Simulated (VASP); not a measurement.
# CdAgF4 (P4/mmm) in VASP: relaxation of cell and atoms with PBE

Aim: the relaxation of cell and atoms of CdAgF4 with PBE.

Program: VASP 6.6.1. These are calculated values, not measurements. Logs are shortened: lines on timing, memory, paths and dates and some standing lists are left out, and cuts for length are marked.

### Step 1. The cell of the first run

Symmetry: P4/mmm, No. 123, tetragonal system. The conventional cell has a = 4.158 Å, b = 4.158 Å, c = 6.649 Å, α = 90.00°, β = 90.00°, γ = 90.00°. Within 2.8 Å of Cd (site symmetry 4/mmm) lie 6 F at 2.08 to 2.10 Å. Within 4.2 Å of Ag (site symmetry 4/mmm) lie 16 F at 3.19 to 3.92 Å and 4 Ag at 4.16 Å. Within 2.8 Å of F (site symmetry 4mm) lie 1 Cd at 2.10 Å and 1 F at 2.45 Å. Within 2.8 Å of F (site symmetry mmm) lie 2 Cd at 2.08 Å.

### Step 2. Relaxation of cell and atoms, PBE

Input file INCAR:

```
SYSTEM = CdAgF4
  ALGO = Normal
  EDIFF = 1E-6
  EDIFFG = -0.01
  ENCUT = 600
  GGA = PE
  IBRION = 2
  ISIF = 3
  ISMEAR = 0
  LASPH = .TRUE.
  LCHARG = .FALSE.
  LREAL = .FALSE.
  LWAVE = .FALSE.
  NELM = 100
  NSW = 100
  PREC = Accurate
  SIGMA = 0.1
```

Input file KPOINTS:

```
k-points
0
G
  10 10 6
  0 0 0
```

Input file POSCAR:

```
CdAgF4
1.0
    4.1580000000      0.0000000000      0.0000000000
    0.0000000000      4.1580000000      0.0000000000
    0.0000000000      0.0000000000      6.6494897400
Cd Ag F
1 1 4
Direct
    0.0000000000      0.0000000000      0.0000000000
    0.5000000000      0.5000000000      0.5000000000
    0.0000000000      0.0000000000      0.6841862900
    0.5000000000      0.0000000000      0.0000000000
    0.0000000000      0.5000000000      0.0000000000
    0.0000000000      0.0000000000      0.3158137100
```

Potentials or basis: VASP PAW PBE potentials, release 64 (Cd, Ag, F).

On the command line:

```sh
cat potpaw_PBE.64/Cd/POTCAR potpaw_PBE.64/Ag/POTCAR potpaw_PBE.64/F/POTCAR > POTCAR
mpirun -np 1 vasp_std > vasp.out
```

OUTCAR:

```text
SYSTEM = CdAgF4
   EDIFF = 1E-6
   EDIFFG = -0.01
   ENCUT = 600
   GGA = PE
   IBRION = 2
   ISIF = 3
   ISMEAR = 0
   LASPH = .TRUE.
   LREAL = .FALSE.
   NELM = 100
   NSW = 100
   PREC = Accurate

 ion  position               nearest neighbor table
   1  0.000  0.000  0.000-   4 2.08   5 2.08   5 2.08   4 2.08   3 2.10   6 2.10
   2  0.500  0.500  0.500-
   3  0.000  0.000  0.684-   1 2.10
   4  0.500  0.000  0.000-   1 2.08   1 2.08
   5  0.000  0.500  0.000-   1 2.08   1 2.08
   6  0.000  0.000  0.316-   1 2.10

  LATTYP: Found a simple tetragonal cell.
 ALAT       =     4.1580000000
 C/A-ratio  =     1.5992038817

  Lattice vectors:

 A1 = (   4.1580000000,   0.0000000000,   0.0000000000)
 A2 = (   0.0000000000,   4.1580000000,   0.0000000000)
 A3 = (   0.0000000000,   0.0000000000,   6.6494897400)

Analysis of symmetry for initial positions (statically):
=====================================================================
 Subroutine PRICEL returns:
 Original cell was already a primitive cell.

 Routine SETGRP: Setting up the symmetry group for a
 simple tetragonal supercell.

 Subroutine GETGRP returns: Found 16 space group operations
 (whereof 16 operations were pure point group operations)
 out of a pool of 16 trial point group operations.

The static configuration has the point symmetry D_4h.

Analysis of symmetry for dynamics (positions and initial velocities):
=====================================================================
 Subroutine PRICEL returns:
 Original cell was already a primitive cell.

 Routine SETGRP: Setting up the symmetry group for a
 simple tetragonal supercell.

 Subroutine GETGRP returns: Found 16 space group operations
 (whereof 16 operations were pure point group operations)
 out of a pool of 16 trial point group operations.

The dynamic configuration has the point symmetry D_4h.

 Subroutine INISYM returns: Found 16 space group operations
 (whereof 16 operations are pure point group operations),
 and found     1 'primitive' translations

----------------------------------------------------------------------------------------

                                     Primitive cell

  volume of cell :     114.9628

  direct lattice vectors                    reciprocal lattice vectors
     4.158000000  0.000000000  0.000000000     0.240500241  0.000000000  0.000000000
     0.000000000  4.158000000  0.000000000     0.000000000  0.240500241  0.000000000
     0.000000000  0.000000000  6.649489740     0.000000000  0.000000000  0.150387479

  length of vectors
     4.158000000  4.158000000  6.649489740     0.240500241  0.240500241  0.150387479

  position of ions in fractional coordinates (direct lattice)
     0.000000000  0.000000000  0.000000000
     0.500000000  0.500000000  0.500000000
     0.000000000  0.000000000  0.684186290
     0.500000000  0.000000000  0.000000000
     0.000000000  0.500000000  0.000000000
     0.000000000  0.000000000  0.315813710

  ion indices of the primitive-cell ions
   primitive index   ion index
                 1           1
                 2           2
                 3           3
                 4           4
                 5           5
                 6           6

----------------------------------------------------------------------------------------

 KPOINTS: k-points

Automatic generation of k-mesh.
 Grid dimensions read from file:
 generate k-points for:   10   10    6

 Generating k-lattice:

  Cartesian coordinates                     Fractional coordinates (reciprocal lattice)
     0.024050024  0.000000000  0.000000000     0.100000000  0.000000000  0.000000000
     0.000000000  0.024050024  0.000000000     0.000000000  0.100000000  0.000000000
     0.000000000  0.000000000  0.025064580     0.000000000  0.000000000  0.166666667

  Length of vectors
     0.024050024  0.024050024  0.025064580

  Shift w.r.t. Gamma in fractional coordinates (k-lattice)
     0.000000000  0.000000000  0.000000000

 Subroutine IBZKPT returns following result:
 ===========================================

 Found     84 irreducible k-points:

 Following reciprocal coordinates:
            Coordinates               Weight
  0.000000  0.000000  0.000000      1.000000
  0.100000  0.000000  0.000000      4.000000
  0.200000  0.000000  0.000000      4.000000
  0.300000  0.000000  0.000000      4.000000
  0.400000  0.000000  0.000000      4.000000
  0.500000  0.000000  0.000000      2.000000
[... 16 lines left out ...]
  0.100000  0.000000  0.166667      8.000000
  0.200000  0.000000  0.166667      8.000000
 [... further k-points ...]
   k-points           NKPTS =     84   k-points in BZ     NKDIM =     84   number of bands    NBANDS=     30
   number of dos      NEDOS =    301   number of ions     NIONS =      6
   total plane-waves  NPLWV =  69984
   dimension x,y,z NGX =    36 NGY =   36 NGZ =   54
   dimension x,y,z NGXF=    72 NGYF=   72 NGZF=  108
   ions per type =               1   1   4
   NGX,Y,Z   is equivalent  to a cutoff of  14.39, 14.39, 13.50 a.u.
   NGXF,Y,Z  is equivalent  to a cutoff of  28.79, 28.79, 27.00 a.u.
 SYSTEM =  CdAgF4
   PREC   = accura    normal or accurate (medium, high low for compatibility)
   ISTART =      0    job   : 0-new  1-cont  2-samecut
   ICHARG =      2    charge: 1-file 2-atom 10-const
   ISPIN  =      1    spin polarized calculation?
   LNONCOLLINEAR =      F non collinear calculations
   LSORBIT =      F    spin-orbit coupling
   LASPH  =      T    aspherical Exc in radial PAW
   ENCUT  =  600.0 eV  44.10 Ry    6.64 a.u.   8.30  8.30 13.28*2*pi/ulx,y,z
   NELM   =    100;   NELMIN=  2; NELMDL= -5     # of ELM steps
   EDIFF  = 0.1E-05   stopping-criterion for ELM
   LREAL  =      F    real-space projection
   EDIFFG = -.1E-01   stopping-criterion for IOM
   NSW    =    100    number of steps for IOM
   IBRION =      2    ionic relax: 0-MD 1-quasi-New 2-CG
   NFREE  =      1    steps in history (QN), initial steepest desc. (CG)
   ISIF   =      3    stress and relaxation
   ISYM   =      2    0-nonsym 1-usesym 2-fastsym
   POTIM  = 0.5000    time-step for ionic-motion
   TEBEG  =    0.0;   TEEND  =   0.0 temperature during run
   PSTRESS=    0.0 pullay stress
   NELECT =      51.0000    total number of electrons
   NUPDOWN=      -1.0000    fix difference up-down
   EMIN   =  10.00;   EMAX   =-10.00  energy-range for DOS
   EFERMI =   0.00;   METHOD = LEGACY
   ISMEAR =     0;   SIGMA  =   0.10  broadening in eV -4-tet -1-fermi 0-gaus
   EFERMI_NEDOS =   21; number of points for ismear=-14 and -15
   IALGO  =     38    algorithm
   IMIX   =      4    mixing-type and parameters
     AMIX     =   0.40;   BMIX     =  1.00
     AMIX_MAG =   1.60;   BMIX_MAG =  1.00
  volume/ion in A,a.u.               =      19.16       129.30
  Fermi-wavevector in a.u.,A,eV,Ry     =   1.248569  2.359453 21.210448  1.558924
  Thomas-Fermi vector in A             =   2.382649
   LORBIT       =      0    0 simple, 1 ext, 2 COOP (PROOUT), +10 PAW based schemes
   GGA     = PE    functional components
   LHFCALC =     F    Hartree Fock is set to
   AEXX    =    0.0000 exact exchange contribution
   IVDW    =     0    specifies the selected vdW correction
   LEPSILON=     F    determine dielectric tensor
   LRPA    =     F    only Hartree local field effects (RPA)
 conjugate gradient relaxation of ions
 non-spin polarized calculation
 Gauss-broadening in eV      SIGMA  =   0.10
  energy-cutoff  :      600.00
  volume of cell :      114.96
 maximum number of plane-waves:      3872
 NGX is ok and might be reduce to    36
   NGX = 17   NGY = 17   NGZ = 27

--------------------------------------- Ionic step        1  -------------------------------------------

 number of electron      51.0000010 magnetization

 Free energy of the ion-electron system (eV)
  ---------------------------------------------------
  ext. energy  EPLUGINS =         0.00000000
  ---------------------------------------------------
  free energy    TOTEN  =       -17.67634061 eV

  energy without entropy =      -17.66421326  energy(sigma->0) =      -17.67027694

------------------------ aborting loop because EDIFF is reached ----------------------------------------

  FORCE on cell =-STRESS in cart. coord.  units (eV):
  Direction    XX          YY          ZZ          XY          YZ          ZX
  --------------------------------------------------------------------------------------
  -------------------------------------------------------------------------------------
  Total        0.8413648      0.8413648      0.7421940      0.0000000     -0.0000000      0.0000000
  in kB       11.7256692     11.7256692     10.3435761      0.0000000     -0.0000000      0.0000000
  external PRESSURE =      11.2649715 kB  Pullay stress =       0.0000000 kB
[... 265 lines left out ...]
  energy  without entropy=      -17.7144633717  energy(sigma->0) =      -17.71904344

--------------------------------------- Ionic step        8  -------------------------------------------

 number of electron      51.0000030 magnetization

 Free energy of the ion-electron system (eV)
  ---------------------------------------------------
  ext. energy  EPLUGINS =         0.00000000
  ---------------------------------------------------
  free energy    TOTEN  =       -17.72398597 eV

  energy without entropy =      -17.71483841  energy(sigma->0) =      -17.71941219

 E-fermi :  -2.2776     XC(G=0):  -8.3214

 val. band max:       -2.2850033063   @ k =   0.2000   0.2000   0.5000
 cond. band min:      -2.2755526093   @ k =   0.5000   0.2000   0.1667
 fundamental gap:      0.0094506970
 Fermi energy:        -2.2775518892

 k-point     1 :       0.0000    0.0000    0.0000
  band No.  band energies     occupation
      1     -23.1722      2.00000
      2     -22.8885      2.00000
      3     -22.6113      2.00000
      4     -22.1326      2.00000
      5      -8.2685      2.00000
      6      -7.7945      2.00000
[... 781 lines left out ...]
     29       5.5042      0.00000
     30       6.7772      0.00000

 [... further k-points ...]
[... 5 lines left out ...]
  --------------------------------------------------------------------------------------
  -------------------------------------------------------------------------------------
  Total        0.0339583      0.0339583     -0.0227757      0.0000000     -0.0000000      0.0000000
  in kB        0.4723839      0.4723839     -0.3168262      0.0000000     -0.0000000      0.0000000
  external PRESSURE =       0.2093139 kB  Pullay stress =       0.0000000 kB
[... 21 lines left out ...]
  FREE ENERGIE OF THE ION-ELECTRON SYSTEM (eV)
  ---------------------------------------------------
  free  energy   TOTEN  =       -17.7239859656 eV

  energy  without entropy=      -17.7148384051  energy(sigma->0) =      -17.71941219

 reached required accuracy - stopping structural energy minimisation
```

Wall time 21 min (1 thread of Intel Xeon Platinum 8488C (Sapphire Rapids), shared host); peak memory 0.51 GiB.

Results:

```yaml
Free_energy: -17.7240 eV
Relaxed_volume: 19.20 Å³/atom
Relaxed_cell: a = 4.193 Å, b = 4.193 Å, c = 6.550 Å, α = 90.00°, β = 90.00°, γ = 90.00°
Space_group_after_relaxing_to_0.05_Å: P4/mmm (No. 123)
Energy_gained_by_relaxing: 7.9 meV/atom
Ionic_steps: 8
Pressure_after_relaxing: 0.0 GPa
```

Step by step:
```csv
step,energy change (eV),largest force (eV/Å),pressure (GPa),volume (Å³)
1,0.0000,0.5684,1.13,114.96
2,-0.0281,0.2388,-0.20,117.22
3,-0.0297,0.1404,-0.63,118.00
4,-0.0384,0.0972,-0.47,117.14
5,-0.0464,0.0862,0.15,114.64
6,-0.0472,0.0238,-0.04,115.32
7,-0.0473,0.0341,-0.01,115.21
8,-0.0476,0.0002,0.02,115.18
```

Final structure:
```cif
data_structure
_symmetry_space_group_name_H-M 'P 1'
_symmetry_Int_Tables_number 1
_cell_length_a 4.1934
_cell_length_b 4.1934
_cell_length_c 6.5500
_cell_angle_alpha 90.000
_cell_angle_beta 90.000
_cell_angle_gamma 90.000
_cell_volume 115.18
loop_
_atom_site_label
_atom_site_type_symbol
_atom_site_fract_x
_atom_site_fract_y
_atom_site_fract_z
_atom_site_occupancy
Cd1 Cd 0.00000 0.00000 0.00000 1
Ag1 Ag 0.50000 0.50000 0.50000 1
F1 F 0.00000 0.00000 0.67233 1
F2 F 0.50000 0.00000 0.00000 1
F3 F 0.00000 0.50000 0.00000 1
F4 F 0.00000 0.00000 0.32767 1
```

Caveat: an odd number of electrons without spin polarisation forces a metal; a magnetic or distorted state may lie lower.
